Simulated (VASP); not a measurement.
Crystal: NaH.

```
CELL_PARAMETERS angstrom
0.00000 2.59692 2.59692
2.59692 0.00000 2.59692
2.59692 2.59692 0.00000
ATOMIC_POSITIONS crystal
Na 0.00000 0.00000 0.00000
H 0.25000 0.25000 0.25000
```

Base run:

```yaml
Program: VASP 6.6.1
Functional: PBE
Potentials_or_basis: VASP PAW PBE potentials, release 64 (Na_pv, H)
Cutoff: 520 eV
k_mesh: 8 × 8 × 8
Occupations: gaussian, width 0.01 eV
Spin: no spin polarisation
```

Its results: band gap on the k mesh 3.61 eV, indirect (least direct gap 4.32 eV); pressure 0.2 GPa.

Q: The run is repeated on the same cell with these changes: functional from PBE to r2SCAN. What comes out?

A: Band gap on the k mesh 4.05 eV, indirect (least direct gap 4.74 eV); pressure -0.2 GPa.

r2SCAN gives the wider gap, since meta-GGAs in the generalised Kohn-Sham scheme recover part of the derivative discontinuity.

Caveats: the PAW data sets were made with another functional, which shifts forces and pressure a little (some runs).

A k mesh can miss the band edges.
